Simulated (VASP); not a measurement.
Write the native input for VASP 6.6.1 that does the following.

```
Task                   : single point
Functional             : PBE
Potentials or basis    : VASP PAW PBE potentials, release 64 (Hg, H)
Cutoff                 : 520 eV
k mesh                 : 18 × 18 × 18
Occupations            : gaussian, width 0.1 eV
Spin                   : no spin polarisation
Dipole correction      : no
Further INCAR settings : ALGO = Normal; EDIFF = 1e-06; NBANDS = 14
```

The structure of HgH lies in POSCAR:

```
HgH
1.0
    3.3530821183      0.0000000000      0.0000000000
   -1.6765410592      2.9038542954      0.0000000000
    0.0000000000      0.0000000000      3.0128639282
Hg H
1 1
Direct
    0.0000000000      0.0000000000      0.0000000000
    0.6666666667      0.3333333333      0.5000000000
```

The input as run:

INCAR

```
SYSTEM = HgH
ALGO = Normal
EDIFF = 1E-6
ENCUT = 520
GGA = PE
ISIF = 2
ISMEAR = 0
LASPH = .True.
LCHARG = .True.
LELF = .True.
LREAL = .False.
LVHAR = .True.
LWAVE = .False.
NBANDS = 14
NELM = 80
PREC = Accurate
SIGMA = 0.1
```

KPOINTS

```
k-points
0
Gamma
  18 18 18
  0 0 0
```

Potentials or basis: VASP PAW PBE potentials, release 64 (Hg, H).

The run is started by

```console
$ cat potpaw_PBE.64/Hg/POTCAR potpaw_PBE.64/H/POTCAR > POTCAR
$ mpirun -np 1 vasp_std > vasp.out
```

It gave:

- Pressure: 0.2 GPa

It took 62 s on 1 thread of Intel(R) Xeon(R) 6975P-C (Granite Rapids), on a shared host, peak memory 0.27 GiB.
